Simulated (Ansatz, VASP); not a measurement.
# Two plane-wave programs on LaTaO

```
CELL_PARAMETERS angstrom
4.11493 0.00000 0.00000
0.00000 4.11493 0.00000
0.00000 0.00000 5.86391
ATOMIC_POSITIONS crystal
La 0.00000 0.50000 0.71341
La 0.50000 0.00000 0.28659
Ta 0.00000 0.00000 0.50000
Ta 0.50000 0.50000 0.50000
O 0.00000 0.00000 0.00000
O 0.50000 0.50000 0.00000
```

Change from the starting cell: species swapped into the GdOF type (P4/nmm, No. 129).

Alike in both runs: task relaxation of cell and atoms; functional PBE; k mesh 4 × 4 × 4; occupations gaussian, width 0.1 eV; no spin polarisation.

|  | VASP | Ansatz |
| --- | --- | --- |
| version | VASP 6.6.1 | Ansatz 0.2.0 |
| potentials or method | VASP PAW PBE potentials, release 64 (La, Ta_pv, O), cutoff 600 eV | scalar-relativistic, plane waves, PAW |
| valence electrons in the cell | 56 | 60 |

VASP gave:

```
gap on the k mesh at the Fermi level, each at its own relaxed structure (eV) : none
relaxed volume (Å³/atom)                                                     : 18.55
relaxed cell length with the largest relative difference (Å)                 : 5.188
```

Problem. What did Ansatz give for the same quantities?

Solution. gap on the k mesh at the Fermi level, each at its own relaxed structure (eV): none; relaxed volume (Å³/atom): 23.18; relaxed cell length with the largest relative difference (Å): 8.981.

A gap of «none» marks a metal or a gap that the smearing closes. One of these differences is far larger than is usual between the two programs; its cause wasn't traced. VASP's potentials hold 56 valence electrons a cell and Ansatz's 60, so a difference there can come from the potentials and not from the codes.

The k mesh is coarse, so the values compare programs but aren't converged. Spin-orbit coupling is off throughout.
